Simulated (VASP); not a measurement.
A run of VASP 6.6.1:

The input INCAR:

```
ALGO = Normal
EDIFF = 1E-7
ENCUT = 520
GGA = PE
ISIF = 2
ISMEAR = 0
LASPH = True
LCHARG = False
LREAL = False
LWAVE = False
NBANDS = 26
NELM = 80
PREC = Accurate
SIGMA = 0.1
```

The input KPOINTS:

```
k-points
0
Gamma
  4 2 2
```

The input POSCAR:

```
MgS
1.0
   -0.0024143030      0.0046782047      3.7022300573
    6.9454417846     -0.0054918643     -0.0043003760
   -0.0053335027      6.9736895003      0.0086396965
Mg S
4 4
Direct
    0.4927732192      0.6627918907      0.6660407364
    0.2506848612      0.1633165089      0.8347766051
    0.9970823548      0.3368323481      0.3345560298
    0.7597446932      0.8372947471      0.1664377962
    0.9931193655      0.8319713822      0.8310014353
    0.7518627317      0.3316012738      0.6680829699
    0.4968958502      0.1681688166      0.1679133372
    0.2578369244      0.6680230328      0.3311910901
```

Potentials or basis: VASP PAW PBE potentials, release 64 (Mg, S).

The run is started by

```console
$ cat potpaw_PBE.64/Mg/POTCAR potpaw_PBE.64/S/POTCAR > POTCAR
$ mpirun -np 1 vasp_std > vasp.out
```

Hardware: 1 thread of Intel(R) Xeon(R) Platinum 8559C (Emerald Rapids), on a shared host.

Estimate the wall time of this run.

Wall time 40 s on 1 thread of Intel(R) Xeon(R) Platinum 8559C (Emerald Rapids), with other jobs on the host, peak memory 0.27 GiB. Counts: scf iterations 14, k points 12.
